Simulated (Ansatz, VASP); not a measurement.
## BaTiO3 in VASP and in Ansatz

```
CELL_PARAMETERS angstrom
3.96157 0.00000 0.00000
0.00000 3.96157 0.00000
0.00000 0.00000 3.96157
ATOMIC_POSITIONS crystal
Ba 0.50000 0.50000 0.50000
Ti 0.00000 0.00000 0.00000
O 0.50000 0.00000 0.00000
O 0.00000 0.50000 0.00000
O 0.00000 0.00000 0.50000
```

Change from the starting cell: mode 1 frozen in at +0.000 Å, equal normal strain along x, y and z -0.0167.

Alike in both runs: task single point; functional PBE; k mesh 8 × 8 × 8; occupations gaussian, width 0.05 eV; no spin polarisation; Hubbard terms Ti d U = 4.0 eV.

|  | VASP | Ansatz |
| --- | --- | --- |
| version | VASP 6.6.1 | Ansatz 0.2.0 |
| potentials or method | VASP PAW PBE potentials, release 64 (Ba_sv, Ti_sv, O), cutoff 520 eV | scalar-relativistic, plane waves, PAW |
| valence electrons in the cell | 40 | 40 |

```csv
,VASP,Ansatz,Ansatz less VASP
gap on the k mesh at the Fermi level (eV),2.29,2.35,+0.060
least direct gap on the mesh (eV),2.45,2.46,+0.012
pressure (GPa),13.3,9.1,-4.17
```

The programs project onto different local orbitals, so the same U acts differently, and such runs can settle in different states.

Spin-orbit coupling is off throughout.
